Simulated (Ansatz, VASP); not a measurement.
Li2BrCl: VASP beside Ansatz

The input POSCAR:

```
Li2BrCl
1.0
    1.8377681151      1.0610359159      5.9915558148
   -1.8377681151      1.0610359159      5.9915558148
    0.0000000000     -2.1220718319      5.9915558148
Cl Br Li
1 1 2
Direct
    1.0000000000      0.0000000000      0.0000000000
    0.5000000000      0.5000000000      0.5000000000
    0.2543610291      0.2543610291      0.2543610291
    0.7456389709      0.7456389709      0.7456389709
```

INCAR.step1

```
  PREC = Accurate
  ENCUT = 520
  ISMEAR = 0
  SIGMA = 0.01
  LREAL = False
  LASPH = True
  NELM = 100
  NBANDS = 18
  GGA = PE
  ALGO = Normal
  EDIFF = 1E-4
  LWAVE = True
  LCHARG = False
```

Contents of INCAR.step2:

```
  PREC = Accurate
  ENCUT = 520
  EDIFF = 1E-6
  ISMEAR = 0
  SIGMA = 0.01
  LREAL = False
  LASPH = True
  NELM = 100
  ALGO = Normal
  ISIF = 2
  LWAVE = False
  LCHARG = False
  METAGGA = R2SCAN
  LMIXTAU = True
  NBANDS = 18
  ISTART = 1
```

KPOINTS

```
regular mesh
0
Gamma
  6 6 6
```

Input for Ansatz:

```yaml
crystal:
  lattice:
    - [1.8377681151, 1.0610359159, 5.9915558148]
    - [-1.8377681151, 1.0610359159, 5.9915558148]
    - [0.0, -2.1220718319, 5.9915558148]
  atoms:
    - { symbol: Cl, position: [1.0, 0.0, 0.0] }
    - { symbol: Br, position: [0.5, 0.5, 0.5] }
    - { symbol: Li, position: [0.2543610291, 0.2543610291, 0.2543610291] }
    - { symbol: Li, position: [0.7456389709, 0.7456389709, 0.7456389709] }
kpoints:
  mp_grid: { grid: [6, 6, 6] }
hamiltonian:
  xc: r2scan
scf:
  occupations: { method: fixed }
  n_extra_bands: 5
output:
  forces: true
  stress: true
  eigenvalues: true
```

Alike in both runs: task single point; functional r2SCAN; k mesh 6 × 6 × 6; no spin polarisation.

```csv
,VASP,Ansatz
version,VASP 6.6.1,Ansatz 0.2.0
potentials or method,"VASP PAW PBE potentials, release 64 (Cl, Br, Li_sv)","plane waves, PAW"
plane-wave cutoff (eV),520,500
occupations,"gaussian, width 0.01 eV",fixed
valence electrons in the cell,20,20
```

Ansatz gave:

```
gap on the k mesh at the Fermi level (eV) : 6.14
rms of the force components (eV/Å)        : 0.006
```

Question: Which values does VASP return?

Answer: gap on the k mesh at the Fermi level (eV): 6.19; rms of the force components (eV/Å): 0.003.

VASP's potentials were made for PBE, not for r2SCAN. Atom by atom the forces differ by 0.003 eV/Å (rms over components).

Noted on VASP's run: the cutoff is short for stress, so the pressure is rough.
